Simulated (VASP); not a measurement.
# Pt (I4/mmm) in VASP: further runs

Runs on Pt. Level: PBE. Tasks: single point.

All numbers are computed with VASP 6.6.1; they aren't measurements. Logs are shortened: lines on timing, memory, paths and dates and some standing lists are left out, and cuts for length are marked.

### 1 The cell of the first run

It takes space group I4/mmm (No. 139, tetragonal). The conventional cell has a = 2.667 Å, b = 2.667 Å, c = 3.871 Å, α = 90.00°, β = 90.00°, γ = 90.00°. Pt (site symmetry 4/mmm) has 12 Pt at 2.67 to 2.70 Å within 3.5 Å.

### 2 Single point, PBE (strain -0.050 along x and y, -0.025 along z)

Input file INCAR:

```
SYSTEM = Pt
PREC = Accurate
ENCUT = 520
EDIFF = 1E-7
ISMEAR = 0
SIGMA = 0.15
LREAL = .False.
LASPH = .True.
NELM = 100
ALGO = Fast
ISIF = 2
LWAVE = .False.
LCHARG = .False.
GGA = PE
NBANDS = 11
```

Input file KPOINTS:

```
regular mesh
0
Gamma
  26 26 26
  0 0 0
```

Input file POSCAR:

```
Pt
1.0
    0.0000000000      1.8858023017      1.9354286780
    1.8858023017      0.0000000000      1.9354286780
    1.8858023017      1.8858023017      0.0000000000
Pt
1
Direct
    0.0000000000      0.0000000000      0.0000000000
```

Potentials or basis: VASP PAW PBE potentials, release 64 (Pt).

The run is started by

```console
cat potpaw_PBE.64/Pt/POTCAR > POTCAR
mpirun -np 1 vasp_std > vasp.out
```

OUTCAR:

```text
SYSTEM = Pt
   PREC = Accurate
   ENCUT = 520
   EDIFF = 1E-7
   ISMEAR = 0
   LREAL = .False.
   LASPH = .True.
   NELM = 100
   ISIF = 2
   GGA = PE

 ion  position               nearest neighbor table
   1  0.000  0.000  0.000-

  LATTYP: Found a body centered tetragonal cell.
 ALAT       =     2.6669271910
 C/A-ratio  =     1.4514297087

  Lattice vectors:

 A1 = (  -1.8858023017,   0.0000000000,   1.9354286780)
 A2 = (   1.8858023017,   0.0000000000,   1.9354286780)
 A3 = (   0.0000000000,   1.8858023017,  -1.9354286780)

Analysis of symmetry for initial positions (statically):
=====================================================================
 Subroutine PRICEL returns:
 Original cell was already a primitive cell.

 Routine SETGRP: Setting up the symmetry group for a
 body centered tetragonal supercell.

 Subroutine GETGRP returns: Found 16 space group operations
 (whereof 16 operations were pure point group operations)
 out of a pool of 16 trial point group operations.

The static configuration has the point symmetry D_4h.

Analysis of symmetry for dynamics (positions and initial velocities):
=====================================================================
 Subroutine PRICEL returns:
 Original cell was already a primitive cell.

 Routine SETGRP: Setting up the symmetry group for a
 body centered tetragonal supercell.

 Subroutine GETGRP returns: Found 16 space group operations
 (whereof 16 operations were pure point group operations)
 out of a pool of 16 trial point group operations.

The dynamic configuration has the point symmetry D_4h.

 Subroutine INISYM returns: Found 16 space group operations
 (whereof 16 operations are pure point group operations),
 and found     1 'primitive' translations

----------------------------------------------------------------------------------------

                                     Primitive cell

  volume of cell :      13.7657

  direct lattice vectors                    reciprocal lattice vectors
     0.000000000  1.885802302  1.935428678    -0.265139140  0.265139140  0.258340700
     1.885802302  0.000000000  1.935428678     0.265139140 -0.265139140  0.258340700
     1.885802302  1.885802302  0.000000000     0.265139140  0.265139140 -0.258340700

  length of vectors
     2.702246193  2.702246193  2.666927191     0.455343216  0.455343216  0.455343216

  position of ions in fractional coordinates (direct lattice)
     0.000000000  0.000000000  0.000000000

  ion indices of the primitive-cell ions
[... 82 lines left out ...]
   POTIM  = 0.5000    time-step for ionic-motion
   TEBEG  =    0.0;   TEEND  =   0.0 temperature during run
   PSTRESS=    0.0 pullay stress
   NELECT =      10.0000    total number of electrons
   NUPDOWN=      -1.0000    fix difference up-down
   EMIN   =  10.00;   EMAX   =-10.00  energy-range for DOS
   EFERMI =   0.00;   METHOD = LEGACY
   ISMEAR =     0;   SIGMA  =   0.15  broadening in eV -4-tet -1-fermi 0-gaus
   EFERMI_NEDOS =   21; number of points for ismear=-14 and -15
   IALGO  =     68    algorithm
   IMIX   =      4    mixing-type and parameters
     AMIX     =   0.40;   BMIX     =  1.00
     AMIX_MAG =   1.60;   BMIX_MAG =  1.00
  volume/ion in A,a.u.               =      13.77        92.90
  Fermi-wavevector in a.u.,A,eV,Ry     =   1.471663  2.781040 29.467384  2.165792
  Thomas-Fermi vector in A             =   2.586771
   LORBIT       =      0    0 simple, 1 ext, 2 COOP (PROOUT), +10 PAW based schemes
   GGA     = PE    functional components
   LHFCALC =     F    Hartree Fock is set to
   AEXX    =    0.0000 exact exchange contribution
   IVDW    =     0    specifies the selected vdW correction
   LEPSILON=     F    determine dielectric tensor
   LRPA    =     F    only Hartree local field effects (RPA)
 non-spin polarized calculation
 RMM-DIIS sequential band-by-band and
 Gauss-broadening in eV      SIGMA  =   0.15
  energy-cutoff  :      520.00
  volume of cell :       13.77
 maximum number of plane-waves:       386
   NGX =  9   NGY =  9   NGZ =  9

 number of electron      10.0000000 magnetization

 number of electron       9.9999999 magnetization

 Free energy of the ion-electron system (eV)
  ---------------------------------------------------
  ext. energy  EPLUGINS =         0.00000000
  ---------------------------------------------------
  free energy    TOTEN  =        -5.88034883 eV

  energy without entropy =       -5.86160471  energy(sigma->0) =       -5.87097677

 E-fermi :  13.1162     XC(G=0): -14.0443

 val. band max:       13.1160328959   @ k =   0.5000   0.0769   0.0000
 cond. band min:      13.1173219938   @ k =  -0.3846   0.3846   0.0385
 fundamental gap:      0.0012890980
 Fermi energy:        13.1162455685

 k-point     1 :       0.0000    0.0000    0.0000
  band No.  band energies     occupation
      1       1.8268      2.00000
      2       8.4952      2.00000
      3       8.8441      2.00000
      4       8.8441      2.00000
      5      11.0115      2.00000
      6      11.4344      2.00000
      7      27.4484      0.00000
      8      32.4130      0.00000
      9      33.1954      0.00000
     10      33.1954      0.00000
     11      38.6389      0.00000
[... 309 lines left out ...]
 k-point    24 :       0.3846    0.0385    0.0000
  band No.  band energies     occupation
      1       4.8103      2.00000
      2       8.5966      2.00000
      3       9.0645      2.00000
      4       9.9347      2.00000
      5      12.5259      2.00000
      6      12.6503      1.99999
      7      22.7684      0.00000
      8      28.0007      0.00000
      9      34.0575      0.00000
     10      34.5240      0.00000
     11      40.2714      0.00000

 [... further k-points ...]

------------------------ aborting loop because EDIFF is reached ----------------------------------------

  FORCE on cell =-STRESS in cart. coord.  units (eV):
  Direction    XX          YY          ZZ          XY          YZ          ZX
  --------------------------------------------------------------------------------------
  -------------------------------------------------------------------------------------
  Total        3.9362441      3.9362441      3.5705567      0.0000000      0.0000000      0.0000000
  in kB      458.1346223    458.1346223    415.5727185      0.0000000      0.0000000      0.0000000
  external PRESSURE =     443.9473211 kB  Pullay stress =       0.0000000 kB

 VOLUME and BASIS-vectors are now :
 -----------------------------------------------------------------------------
  energy-cutoff  :      520.00
  volume of cell :       13.77
      direct lattice vectors                 reciprocal lattice vectors
     0.000000000  1.885802302  1.935428678    -0.265139140  0.265139140  0.258340700
     1.885802302  0.000000000  1.935428678     0.265139140 -0.265139140  0.258340700
     1.885802302  1.885802302  0.000000000     0.265139140  0.265139140 -0.258340700

 POSITION                                       TOTAL-FORCE (eV/Angst)
 -----------------------------------------------------------------------------------
      0.00000      0.00000      0.00000         0.000000      0.000000      0.000000
 -----------------------------------------------------------------------------------
    total drift:                                0.000000      0.000000      0.000000

  FREE ENERGIE OF THE ION-ELECTRON SYSTEM (eV)
  ---------------------------------------------------
  free  energy   TOTEN  =        -5.8803488342 eV

  energy  without entropy=       -5.8616047065  energy(sigma->0) =       -5.87097677
```

stdout:

```text
POSCAR found type information on POSCAR Pt
 POSCAR found :  1 types and       1 ions
 scaLAPACK will be used
 LDA part: xc-table for (Slater+PW92), standard interpolation
 POSCAR, INCAR and KPOINTS ok, starting setup
 FFT: planning ... GRIDC
 FFT: planning ... GRID_SOFT
 FFT: planning ... GRID
 WAVECAR not read
 entering main loop
```

It took 79 s on 1 thread of Intel Xeon 6975P-C (Granite Rapids), shared host; peak memory 0.31 GiB.

Results:

```
Free energy            : -5.8803 eV
Pressure               : 44.4 GPa
Band gap on the k mesh : zero (band 5 reaches 13.88 eV, above the bottom of band 6 at 11.11 eV)
```

Levels at points of the mesh, in eV from the Fermi level:
```csv
k point,band 1,band 2,band 3,band 4,band 5,band 6,band 7,band 8,band 9,band 10
"(0.00, 0.00, 0.00)",-11.29,-4.62,-4.27,-4.27,-2.10,-1.68,14.33,19.30,20.08,20.08
"(0.50, 0.00, 0.00)",-8.34,-4.65,-4.31,-0.85,-0.02,0.15,6.60,13.91,19.37,19.82
"(0.50, 0.50, 0.00)",-8.19,-7.64,0.05,0.58,0.58,1.25,9.46,12.00,12.00,21.54
"(0.50, 0.00, 0.50)",-8.15,-7.64,0.01,0.45,0.76,1.79,10.19,11.40,11.65,21.20
```

Caveat: the cell differs from its parent crystal (strain -0.050 along x and y, -0.025 along z); spin-orbit coupling is left out, which moves the levels of the heavy elements.

### 3 Single point, PBE (strain -0.050 along x and y, +0.000 along z)

Input file INCAR:

```
PREC = Accurate
ENCUT = 520
EDIFF = 1E-6
ISMEAR = 0
SIGMA = 0.15
LREAL = False
LASPH = True
NELM = 100
ALGO = Fast
ISIF = 2
LWAVE = False
LCHARG = True
GGA = PE
LELF = True
LVHAR = True
NBANDS = 11
```

Input file KPOINTS:

```
regular mesh
0
Gamma
  26 26 26
```

Input file POSCAR:

```
Pt
1.0
    0.0000000000      1.8858023017      1.9850550544
    1.8858023017      0.0000000000      1.9850550544
    1.8858023017      1.8858023017      0.0000000000
Pt
1
Direct
    0.0000000000      0.0000000000      0.0000000000
```

Potentials or basis: VASP PAW PBE potentials, release 64 (Pt).

The run is started by

```console
cat potpaw_PBE.64/Pt/POTCAR > POTCAR
mpirun -np 1 vasp_std > vasp.out
```

Run time: 64 s. Hardware: 1 thread of Intel Xeon 6975P-C (Granite Rapids), shared host; peak memory 0.31 GiB.

It converged, with:

- Free energy: -5.9569 eV
- Pressure: 33.5 GPa
- Band gap on the k mesh: zero (band 5 reaches 13.46 eV, above the bottom of band 6 at 10.62 eV)

Stress tensor (GPa, compression positive):
```
36.21  0.00  0.00
 0.00 36.21  0.00
 0.00  0.00 27.96
```

Levels at points of the mesh, in eV from the Fermi level:
| k point | band 2 | band 3 | band 4 | band 5 | band 6 | band 7 | band 8 | band 9 |
| --- | --- | --- | --- | --- | --- | --- | --- | --- |
| (0.00, 0.00, 0.00) | -4.64 | -3.96 | -3.96 | -2.23 | -1.41 | 14.48 | 18.82 | 20.28 |
| (0.50, 0.00, 0.00) | -4.60 | -3.96 | -0.73 | -0.09 | 0.22 | 6.41 | 13.96 | 19.05 |
| (0.50, 0.50, 0.00) | -7.34 | 0.08 | 0.54 | 0.54 | 0.99 | 8.72 | 12.25 | 12.25 |
| (0.50, 0.00, 0.50) | -7.32 | -0.03 | 0.28 | 0.89 | 2.03 | 10.14 | 11.10 | 11.54 |

Caveat: the cell differs from its parent crystal (strain -0.050 along x and y, +0.000 along z); spin-orbit coupling is left out, which moves the levels of the heavy elements.

(Part 1 of 2 ends here.)
